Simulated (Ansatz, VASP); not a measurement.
## Ba2SrN2: VASP beside Ansatz

File INCAR:

```
ALGO = Normal
EDIFF = 1E-7
ENCUT = 520
GGA = PE
ISIF = 2
ISMEAR = -1
IVDW = 13
LASPH = T
LCHARG = F
LREAL = F
LWAVE = F
NBANDS = 28
NELM = 100
PREC = Accurate
SIGMA = 0.05
```

Contents of KPOINTS:

```
k-points
0
Gamma
  6 6 2
```

File POSCAR:

```
Ba2SrN2
1.0
    3.8975424047      0.0000000000      0.0000000000
   -1.9487712024      3.3753707988      0.0000000000
    0.0000000000      0.0000000000     10.4719147285
Ba Sr N
2 1 2
Direct
    0.6666666667      0.3333333333      0.2154780000
    0.3333333333      0.6666666667      0.7845220000
    0.0000000000      0.0000000000      0.5000000000
    0.6666666667      0.3333333333      0.6607440000
    0.3333333333      0.6666666667      0.3392560000
```

Input for Ansatz:

```yaml
crystal:
  lattice:
    - [3.8975424047102516, 0.0, 0.0]
    - [-1.9487712023551258, 3.3753707988091275, 0.0]
    - [0.0, 0.0, 10.47191472845874]
  atoms:
    - { symbol: Ba, position: [0.6666666666666666, 0.3333333333333333, 0.215478] }
    - { symbol: Ba, position: [0.3333333333333333, 0.6666666666666666, 0.784522] }
    - { symbol: Sr, position: [0.0, 0.0, 0.5] }
    - { symbol: "N", position: [0.6666666666666666, 0.3333333333333333, 0.660744] }
    - { symbol: "N", position: [0.3333333333333333, 0.6666666666666666, 0.339256] }
kpoints:
  mp_grid:
    grid: [6, 6, 2]
hamiltonian:
  xc: pbe
  dispersion: d4
  pseudopotentials:
    kind: nc
scf:
  occupations:
    method: fermi_dirac
    width: 0.05
output:
  stress: true
```

Alike in both runs: task single point; functional PBE; dispersion D4; k mesh 6 × 6 × 2; occupations fermi-dirac, width 0.05 eV; no spin polarisation.

```csv
,VASP,Ansatz
version,VASP 6.6.1,Ansatz 0.2.0
potentials or method,"VASP PAW PBE potentials, release 64 (Ba_sv, Sr_sv, N)","plane waves, norm-conserving potentials"
plane-wave cutoff (eV),520,1240
valence electrons in the cell,40,40
```

Ansatz gave:

- pressure (GPa): -1.1
- traceless stress, the component that is largest in VASP (GPa): 0.20

Problem. Estimate VASP's values.

Solution. Pressure (GPa): 0.1; traceless stress, the component that is largest in VASP (GPa): -0.01.

Spin-orbit coupling is off throughout.
